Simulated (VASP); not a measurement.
Rh, 8 atoms in the cell. Symmetry: Pm-3n, No. 223, cubic system. Conventional cell: a = 4.908 Å, b = 4.908 Å, c = 4.908 Å, α = 90.00°, β = 90.00°, γ = 90.00°. Rh (site symmetry m-3) has 12 Rh at 2.74 Å within 3.6 Å. Within 3.2 Å of Rh (site symmetry -4m2) lie 14 Rh at 2.45 to 3.01 Å. 

| Item | Value |
| --- | --- |
| Program | VASP 6.6.1 |
| Task | single point |
| Functional | revPBE |
| Potentials or basis | VASP PAW PBE potentials, release 64 (Rh_pv) |
| Cutoff | 520 eV |
| k mesh | 7 × 7 × 7 |
| Occupations | fermi-dirac, width 0.1 eV |
| Spin | no spin polarisation |
| Dipole correction | no |
| Further INCAR settings | ALGO = Normal; EDIFF = 1e-07; NBANDS = 70 |

Potentials or basis: VASP PAW PBE potentials, release 64 (Rh_pv).

Launch:

```sh
$ cat potpaw_PBE.64/Rh_pv/POTCAR > POTCAR
$ mpirun -np 1 vasp_std > vasp.out
```

Hardware: 1 thread of Intel(R) Xeon(R) 6975P-C (Granite Rapids) (shared host).

**Question.** How long does it take, and how much memory?

**Answer.** Run time: 74 s on 1 thread of Intel(R) Xeon(R) 6975P-C (Granite Rapids), on a shared host, peak memory 0.3 GiB. Counts: scf iterations 15, k points 20.
